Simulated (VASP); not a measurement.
GaAs: single point with PBE

The system is GaAs.

```xyz
2
Lattice="0.0000 2.8268 2.8268 2.8268 0.0000 2.8268 2.8268 2.8268 0.0000" Properties=species:S:1:pos:R:3 pbc="T T T"
Ga    0.0000    0.0000    0.0000
As    1.4134    1.4134    1.4134
```

* Program: VASP 6.6.1
* Task: single point
* Functional: PBE
* Potentials or basis: VASP PAW PBE potentials, release 64 (Ga_d, As)
* Cutoff: 520 eV
* k mesh: 8 × 8 × 8
* Occupations: gaussian, width 0.01 eV
* Spin: no spin polarisation

```yaml
Pressure: 3.5 GPa
Band_gap_on_the_k_mesh: 0.52 eV, direct
```

Levels at points of the mesh, in eV from the valence-band top:
| k point | band 7 | band 8 | band 9 | band 10 | band 11 | band 12 |
| --- | --- | --- | --- | --- | --- | --- |
| (0.00, 0.00, 0.00) | 0.00 | 0.00 | 0.00 | 0.52 | 3.73 | 3.73 |
| (0.50, 0.00, 0.00) | -6.64 | -1.14 | -1.14 | 1.00 | 4.63 | 4.63 |
| (0.50, 0.50, 0.00) | -6.82 | -2.68 | -2.68 | 1.46 | 1.65 | 10.17 |

It took 10 s on 1 thread of Intel(R) Xeon(R) 6975P-C (Granite Rapids) (shared host), peak memory 0.17 GiB.

A k mesh can miss the band edges. Expect the measured gap to be larger: semilocal functionals such as PBE lack the derivative discontinuity.
